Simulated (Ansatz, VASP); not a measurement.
**Zn: VASP beside Ansatz**

File INCAR:

```
  ALGO = Normal
  EDIFF = 1E-7
  ENCUT = 520
  GGA = PE
  ISIF = 2
  ISMEAR = 0
  LASPH = True
  LCHARG = False
  LREAL = False
  LWAVE = False
  NBANDS = 12
  NELM = 60
  PREC = Accurate
  SIGMA = 0.022
```

The input KPOINTS:

```
k-points
0
Gamma
  12 12 12
```

POSCAR

```
Zn
1.0
    0.0000000000      1.9647760000      1.9647760000
    1.9647760000      0.0000000000      1.9647760000
    1.9647760000      1.9647760000      0.0000000000
Zn
1
Direct
    0.0000000000      0.0000000000      0.0000000000
```

File input.yaml:

```yaml
crystal:
  lattice:
    - [0.0, 1.964776, 1.964776]
    - [1.964776, 0.0, 1.964776]
    - [1.964776, 1.964776, 0.0]
  atoms:
    - { symbol: Zn, position: [0.0, 0.0, 0.0] }
hamiltonian:
  xc: pbe
  pseudopotentials: { kind: paw }
kpoints:
  mp_grid: { grid: [12, 12, 12] }
scf:
  occupations: { method: gaussian, width: 0.022 }
output:
  forces: true
  stress: true
  eigenvalues: true
```

Alike in both runs: task single point; functional PBE; k mesh 12 × 12 × 12; occupations gaussian, width 0.022 eV; no spin polarisation.

```csv
,VASP,Ansatz
version,VASP 6.6.1,Ansatz 0.2.0
potentials or method,"VASP PAW PBE potentials, release 64 (Zn)",Ansatz PAW
plane-wave cutoff (eV),520,420
valence electrons in the cell,12,12
```

VASP gave:

- gap on the k mesh at the Fermi level (eV): none
- pressure (GPa): 0.2

Task: What did Ansatz give for the same quantities?

Result: gap on the k mesh at the Fermi level (eV): none; pressure (GPa): -0.1.

A gap of «none» marks a metal or a gap that the smearing closes. The functional is the same, so the differences come from potentials, cutoffs and numerics.
